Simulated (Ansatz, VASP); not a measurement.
**Two plane-wave programs on Be2Cd2O**

```
CELL_PARAMETERS angstrom
3.41393 0.00000 0.00000
-1.70696 2.95655 0.00000
0.00000 0.00000 7.11639
ATOMIC_POSITIONS crystal
Be 0.33333 0.66667 0.55791
Be 0.66667 0.33333 0.44209
Cd 0.33333 0.66667 0.19690
Cd 0.66667 0.33333 0.80310
O 0.00000 0.00000 0.00000
```

Change from the starting cell: species swapped into the CaZn2P2 type (P-3m1, No. 164).

Alike in both runs: functional PBE; k mesh 12 × 12 × 6; occupations gaussian, width 0.1 eV; no spin polarisation.

Ansatz relaxed the structure, and its values are those at the end. VASP's run is a single point on that final structure, the one shown.

|  | VASP | Ansatz |
| --- | --- | --- |
| version | VASP 6.6.1 | Ansatz 0.2.0 |
| potentials or method | VASP PAW PBE potentials, release 64 (Be, Cd, O), cutoff 520 eV | scalar-relativistic, plane waves, PAW |
| valence electrons in the cell | 34 | 50 |

```tsv
	VASP	Ansatz	Ansatz less VASP
gap on the k mesh at the Fermi level (eV)	none	none	-
pressure (GPa)	0.6	0.0	-0.54
rms of the force components (eV/Å)	0.017	0.002	-0.0147
```

A gap of «none» marks a metal or a gap that the smearing closes. With one functional, cell and mesh, what is left measures potentials, basis and numerics. VASP's potentials hold 34 valence electrons a cell and Ansatz's 50, so a difference there can come from the potentials and not from the codes.
